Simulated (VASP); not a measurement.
Here is a VASP 6.6.1 calculation.

Contents of INCAR:

```
SYSTEM = Na8AgH7
PREC     = Accurate       ! precision mode
ENCUT    = 520            ! plane-wave cutoff, eV
EDIFF    = 1E-6           ! SCF threshold, eV
ISMEAR   = -1             ! smearing method
SIGMA    = 0.05           ! smearing width, eV
LREAL    = Auto         
LASPH    = .True.         ! aspherical terms in the spheres
NELM     = 80             ! most SCF steps
ALGO     = Normal         ! electronic algorithm
ISIF     = 2              ! what is computed and relaxed
LWAVE    = .False.        ! write WAVECAR
LCHARG   = .False.        ! write CHGCAR
GGA      = PS             ! functional
IVDW     = 12             ! dispersion correction
NBANDS   = 51             ! bands
```

The input KPOINTS:

```
Automatic mesh
0
Gamma
  2 2 2
  0.5 0.5 0.5
```

The input POSCAR:

```
Na8AgH7
1.0
    9.5855340000      0.0000000000      0.0000000000
    0.0000000000      4.7927670000      0.0000000000
    0.0000000000      0.0000000000      4.7927670000
H Ag Na
7 1 8
Direct
    0.2422670000      0.0104710000      0.9625990000
    0.7589380000      0.0108520000      0.9724060000
    0.9955010000      0.5393680000      0.0032520000
    0.9872030000      0.0135000000      0.4932980000
    0.5087180000      0.9803430000      0.5312700000
    0.2378110000      0.5062110000      0.4802150000
    0.7565620000      0.5371010000      0.4975550000
    0.5075720000      0.5227030000      0.0287320000
    0.0113860000      0.0002470000      0.9979990000
    0.4850070000      0.0307480000      0.9620590000
    0.2665830000      0.4799670000      0.0153390000
    0.7444920000      0.4961630000      0.0009610000
    0.2569150000      0.0430220000      0.5133030000
    0.7418830000      0.9896670000      0.5091230000
    0.0155840000      0.5081300000      0.5045280000
    0.4871840000      0.4690860000      0.5388580000
```

Potentials or basis: VASP PAW PBE potentials, release 64 (H, Ag, Na_pv).

Launch:

```bash
$ cat potpaw_PBE.64/H/POTCAR potpaw_PBE.64/Ag/POTCAR potpaw_PBE.64/Na_pv/POTCAR > POTCAR
$ mpirun -np 1 vasp_std > vasp.out
```

Problem. Estimate the dispersion energy per atom.

Solution. -0.173 eV.

Problem. Predict the pressure.

Solution. 5.8 GPa.

Forces on the atoms (eV/Å):
```
H    0.276 -0.006  0.309
H   -0.344 -0.014  0.255
H    0.239 -0.324 -0.041
H    0.349  0.050  0.014
H   -0.354  0.114 -0.422
H    0.467  0.025  0.191
H   -0.309 -0.381  0.005
Ag   0.352  1.128  1.184
Na  -0.411  0.109  0.017
Na   0.125 -0.855  0.281
Na  -2.923  0.298 -0.140
Na   3.003 -0.005 -0.112
Na  -0.313 -0.572 -0.350
Na   0.301  0.179 -0.237
Na  -0.589  0.105 -0.019
Na   0.131  0.149 -0.935
```

Caveat: the k points lie up to 0.66 Å⁻¹ apart; three body term missing; the PAW data sets were made with another functional, which shifts forces and pressure a little.
